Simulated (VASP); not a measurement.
Na, 1 atom in the cell. Symmetry: Pm-3m, No. 221, cubic system. The conventional cell has a = 3.293 Å, b = 3.293 Å, c = 3.293 Å, α = 90.00°, β = 90.00°, γ = 90.00°. Na (site symmetry m-3m) has 6 Na at 3.29 Å within 4.3 Å. This isn't the form of Na at room conditions, which is bcc.

```yaml
Program: VASP 6.6.1
Task: single point
Functional: LDA
Potentials_or_basis: VASP PAW LDA potentials, release 64 (Na_pv)
Cutoff: 520 eV
k_mesh: 12 × 12 × 12
Occupations: fermi-dirac, width 0.05 eV
Spin: no spin polarisation
Dipole_correction: no
k_mesh_for_the_DOS: 18 × 18 × 18
Occupations_for_the_DOS: tetrahedron
Further_INCAR_settings: ALGO = Normal; EDIFF = 1e-07; NBANDS = 10
```

Potentials or basis: VASP PAW LDA potentials, release 64 (Na_pv).

The run is started by

```sh
$ cat potpaw_LDA.64/Na_pv/POTCAR > POTCAR
$ cp INCAR.step1 INCAR
$ cp KPOINTS.step1 KPOINTS
$ mpirun -np 1 vasp_std > vasp.out
$ cp INCAR.step2 INCAR
$ cp KPOINTS.step2 KPOINTS
$ mpirun -np 1 vasp_std > vasp.out
```

Hardware: 1 thread of Intel(R) Xeon(R) Platinum 8375C CPU @ 2.90GHz (Ice Lake) (shared host).

Task: Estimate the wall time of this run.

Result: It took 18 s on 1 thread of Intel(R) Xeon(R) Platinum 8375C CPU @ 2.90GHz (Ice Lake), on a shared host, peak memory 0.17 GiB. Counts: k points 220.
